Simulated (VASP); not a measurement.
A run of VASP 6.6.1 is set up as follows.

POSCAR

```
Co
1.0
    2.3166035957      0.0000000000      0.0000000000
   -1.1583017979      2.0062375644      0.0000000000
    0.0000000000      0.0000000000      7.5489775590
Co
4
Direct
    0.0000000000      0.0000000000      1.0000000000
    0.0000000000      0.0000000000      0.5000000000
    0.3333333333      0.6666666667      0.2500000000
    0.6666666667      0.3333333333      0.7500000000
```

INCAR.step1

```
SYSTEM = Co
PREC     = Accurate       ! precision mode
ENCUT    = 520            ! plane-wave cutoff, eV
ISMEAR   = -1             ! smearing method
SIGMA    = 0.1            ! smearing width, eV
LREAL    = .FALSE.        ! projectors in reciprocal space
LASPH    = .TRUE.         ! aspherical terms in the spheres
NELM     = 100            ! most SCF steps
NBANDS   = 26             ! bands
GGA      = PE             ! functional
ALGO     = Normal         ! electronic algorithm
EDIFF    = 1E-4           ! SCF threshold, eV
LWAVE    = .TRUE.         ! write WAVECAR
LCHARG   = .FALSE.        ! write CHGCAR
```

INCAR.step2

```
SYSTEM = Co
PREC     = Accurate       ! precision mode
ENCUT    = 520            ! plane-wave cutoff, eV
EDIFF    = 1E-6           ! SCF threshold, eV
ISMEAR   = -1             ! smearing method
SIGMA    = 0.1            ! smearing width, eV
LREAL    = .FALSE.        ! projectors in reciprocal space
LASPH    = .TRUE.         ! aspherical terms in the spheres
NELM     = 100            ! most SCF steps
ALGO     = Normal         ! electronic algorithm
ISIF     = 2              ! what is computed and relaxed
LWAVE    = .FALSE.        ! write WAVECAR
LCHARG   = .FALSE.        ! write CHGCAR
METAGGA  = R2SCAN         ! meta-GGA
LMIXTAU  = .TRUE.       
NBANDS   = 26             ! bands
ISTART   = 1
```

The input KPOINTS:

```
Automatic mesh
0
G
  17 17 5
  0 0 0
```

Potentials or basis: VASP PAW PBE potentials, release 64 (Co).

Run with:

```console
$ cat potpaw_PBE.64/Co/POTCAR > POTCAR
$ cp INCAR.step1 INCAR
$ mpirun -np 1 vasp_std > vasp.out
$ cp INCAR.step2 INCAR
$ mpirun -np 1 vasp_std > vasp.out
```

(1) Estimate the band gap on the k mesh.

(2) Estimate the pressure.

Results:

(1) zero (bands 18 and 19 overlap by 1.37 eV).

(2) 48.8 GPa.

Caveat: the cell stands under pressure; the PAW data sets were made with another functional, which shifts forces and pressure a little; the run has no spin polarisation, though such a crystal can be magnetic.
